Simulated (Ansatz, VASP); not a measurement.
**TiN: VASP beside Ansatz**

```xyz
2
Lattice="0.0000 1.8842 1.8842 1.8842 0.0000 1.8842 1.8842 1.8842 0.0000" Properties=species:S:1:pos:R:3 pbc="T T T"
Ti    0.0000    0.0000    0.0000
N     1.8842    1.8842    1.8842
```

Change from the starting cell: volume scaled by 0.72, LAPW.

Alike in both runs: task single point; functional PBEsol; k mesh 17 × 17 × 17; occupations fermi-dirac, width 0.1 eV; no spin polarisation.

|  | VASP | Ansatz |
| --- | --- | --- |
| version | VASP 6.6.1 | Ansatz 0.2.0 |
| potentials or method | VASP PAW PBE potentials, release 64 (Ti_sv, N), cutoff 520 eV | all-electron LAPW, scalar-relativistic |

|  | VASP | Ansatz | Ansatz less VASP |
| --- | --- | --- | --- |
| pressure (GPa) | 195.7 | 195.5 | -0.25 |

VASP's potentials were made for PBE, not for PBEsol. Both programs put the cell under a high pressure, so it lies far from rest at this level. Ansatz ran all-electron here, and VASP with PAW potentials.

Noted on VASP's run: the cell as given lies far from equilibrium.
